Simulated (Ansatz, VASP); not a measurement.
Os3Au in VASP and in Ansatz

File INCAR:

```
SYSTEM = Os3Au
PREC = Accurate
ENCUT = 520
EDIFF = 1E-6
ISMEAR = 0
SIGMA = 0.2
LREAL = .FALSE.
LASPH = .TRUE.
NELM = 100
ALGO = Fast
ISIF = 2
LWAVE = .FALSE.
LCHARG = .TRUE.
GGA = PE
LELF = .TRUE.
LVHAR = .TRUE.
NBANDS = 45
```

KPOINTS

```
Automatic mesh
0
G
  8 8 2
  0 0 0
```

POSCAR

```
Os3Au
1.0
    2.7614283083      0.0000000000      0.0000000000
    0.0000000000      2.7614283083      0.0000000000
    0.0000000000      0.0000000000     15.8792376730
Os Au
6 2
Direct
    0.5000000000      0.5000000000      0.1167240565
    0.5000000000      0.5000000000      0.6167240565
    1.0000000000      0.0000000000      0.0000000000
    1.0000000000      0.0000000000      0.5000000000
    0.5000000000      0.5000000000      0.3832759435
    0.5000000000      0.5000000000      0.8832759435
    0.0000000000      0.0000000000      0.2500000000
    0.0000000000      0.0000000000      0.7500000000
```

Input for Ansatz:

```yaml
crystal:
  lattice:
    - [2.7614283083, 0.0, 0.0]
    - [0.0, 2.7614283083, 0.0]
    - [0.0, 0.0, 15.879237673]
  atoms:
    - { symbol: Os, position: [0.5, 0.5, 0.1167240565] }
    - { symbol: Os, position: [0.5, 0.5, 0.6167240565] }
    - { symbol: Os, position: [1.0, 0.0, 0.0] }
    - { symbol: Os, position: [1.0, 0.0, 0.5] }
    - { symbol: Os, position: [0.5, 0.5, 0.3832759435] }
    - { symbol: Os, position: [0.5, 0.5, 0.8832759435] }
    - { symbol: Au, position: [0.0, 0.0, 0.25] }
    - { symbol: Au, position: [0.0, 0.0, 0.75] }
basis:
  ecutwfc: 420
kpoints:
  mp_grid: { grid: [8, 8, 2] }
hamiltonian:
  xc: pbe
scf:
  occupations: { method: gaussian, width: 0.2 }
  lower_state_search: "off"
output:
  forces: true
  stress: true
  eigenvalues: true
```

Alike in both runs: task single point; functional PBE; k mesh 8 × 8 × 2; occupations gaussian, width 0.2 eV; no spin polarisation.

```csv
,VASP,Ansatz
version,VASP 6.6.1,Ansatz 0.2.0
potentials or method,"VASP PAW PBE potentials, release 64 (Os, Au), cutoff 520 eV","scalar-relativistic, plane waves, PAW"
valence electrons in the cell,70,134
```

VASP gave:

```
gap on the k mesh at the Fermi level (eV)                     : none
pressure (GPa)                                                : -0.3
traceless stress, the component that is largest in VASP (GPa) : -0.22
rms of the force components (eV/Å)                            : 0.021
```

Question: Estimate Ansatz's values.

Answer: gap on the k mesh at the Fermi level (eV): none; pressure (GPa): 0.0; traceless stress, the component that is largest in VASP (GPa): -0.25; rms of the force components (eV/Å): 0.023.

Atom by atom the forces differ by 0.002 eV/Å (rms over components). A gap of «none» marks a metal or a gap that the smearing closes. VASP's potentials hold 70 valence electrons a cell and Ansatz's 134, so a difference there can come from the potentials and not from the codes.

Neither program's run includes spin-orbit coupling.
